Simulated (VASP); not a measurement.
Here is a VASP 6.6.1 calculation.

INCAR

```
PREC = Accurate ; ENCUT = 520
EDIFF = 1E-6 ; ISMEAR = 1
SIGMA = 0.0241 ; LREAL = F
LASPH = T ; NELM = 150
ALGO = Normal ; ISIF = 2
LWAVE = F ; LCHARG = T
ISPIN = 2 ; MAGMOM = 0 0 0 0 0 0 1 1
LORBIT = 11 ; LMAXMIX = 4
GGA = PE ; LELF = T
LVHAR = T ; NBANDS = 67
```

File KPOINTS:

```
Automatic mesh
0
Gamma
  5 5 5
```

Contents of POSCAR:

```
In3W
1.0
    4.6160152400      4.6160152400      0.0000000000
    0.0000000000      4.6160152400      4.6160152400
    4.6160152400      0.0000000000      4.6160152400
In W
6 2
Direct
    0.0000000000      0.5000000000      0.0000000000
    0.5000000000      0.0000000000      0.5000000000
    0.0000000000      0.0000000000      0.5000000000
    0.5000000000      0.5000000000      0.0000000000
    0.0000000000      0.5000000000      0.5000000000
    0.5000000000      0.0000000000      0.0000000000
    0.0000000000      0.0000000000      0.0000000000
    0.5000000000      0.5000000000      0.5000000000
```

Potentials or basis: VASP PAW PBE potentials, release 64 (In_d, W_sv).

Command:

```bash
$ cat potpaw_PBE.64/In_d/POTCAR potpaw_PBE.64/W_sv/POTCAR > POTCAR
$ mpirun -np 1 vasp_std > vasp.out
```

Question: What does it give for the site moments?

Answer: In -0.04; W +1.58 μB.

Question: What does it give for the pressure?

Answer: -8.8 GPa.

Question: Predict the net moment.

Answer: 3.80 μB per cell.
